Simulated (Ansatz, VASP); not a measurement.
One calculation of Ru, two programs

```
Ru
1.0
     2.72003    0.00000    0.00000
     0.00000    4.29677    0.00000
     0.00000    0.00000   20.49643
Ru
6
Direct
  0.00000 0.75000 0.37245
  0.50000 0.25000 0.40370
  0.50000 0.75000 0.48203
  0.00000 0.25000 0.51797
  0.00000 0.75000 0.59630
  0.50000 0.25000 0.62755
```

Alike in both runs: functional PBE; k mesh 13 × 8 × 1; occupations gaussian, width 0.1 eV; no spin polarisation.

Ansatz relaxed the structure, and its values are those at the end. VASP's run is a single point on that final structure, the one shown.

|  | VASP | Ansatz |
| --- | --- | --- |
| version | VASP 6.6.1 | Ansatz 0.2.0 |
| potentials or method | VASP PAW PBE potentials, release 64 (Ru_pv), cutoff 520 eV | scalar-relativistic, plane waves, PAW |
| valence electrons in the cell | 84 | 96 |

```csv
,VASP,Ansatz,Ansatz less VASP
gap on the k mesh at the Fermi level (eV),none,none,-
rms of the force components (eV/Å),0.006,0.007,+0.0012
"work function, face that differs most (eV)",4.82,4.82,+0.004
```

A gap of «none» marks a metal or a gap that the smearing closes. VASP's potentials hold 84 valence electrons a cell and Ansatz's 96, so a difference there can come from the potentials and not from the codes. Ansatz's warnings: xc potential rough in thin density.
